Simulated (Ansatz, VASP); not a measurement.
# Be3Te: VASP beside Ansatz

```
Be Te
1.0
     0.00000    3.02773    3.02773
     3.02773    0.00000    3.02773
     3.02773    3.02773    0.00000
Be Te
3 1
Cartesian
  1.5139 1.5139 1.5139
  4.5416 4.5416 4.5416
  0.0000 0.0000 0.0000
  3.0277 3.0277 3.0277
```

Alike in both runs: functional PBE; k mesh 6 × 6 × 6; occupations gaussian, width 0.2 eV; no spin polarisation.

Ansatz relaxed the structure, and its values are those at the end. VASP's run is a single point on that final structure, the one shown.

|  | VASP | Ansatz |
| --- | --- | --- |
| version | VASP 6.6.1 | Ansatz 0.2.0 |
| potentials or method | VASP PAW PBE potentials, release 64 (Be, Te), cutoff 600 eV | scalar-relativistic, plane waves, PAW |
| valence electrons in the cell | 12 | 22 |

```tsv
	VASP	Ansatz	Ansatz less VASP
gap on the k mesh at the Fermi level (eV)	none	none	-
pressure (GPa)	0.6	0.6	-0.06
```

A gap of «none» marks a metal or a gap that the smearing closes. The functional is the same, so the differences come from potentials, cutoffs and numerics. VASP's potentials hold 12 valence electrons a cell and Ansatz's 22, so a difference there can come from the potentials and not from the codes.

Neither program's run includes spin-orbit coupling.
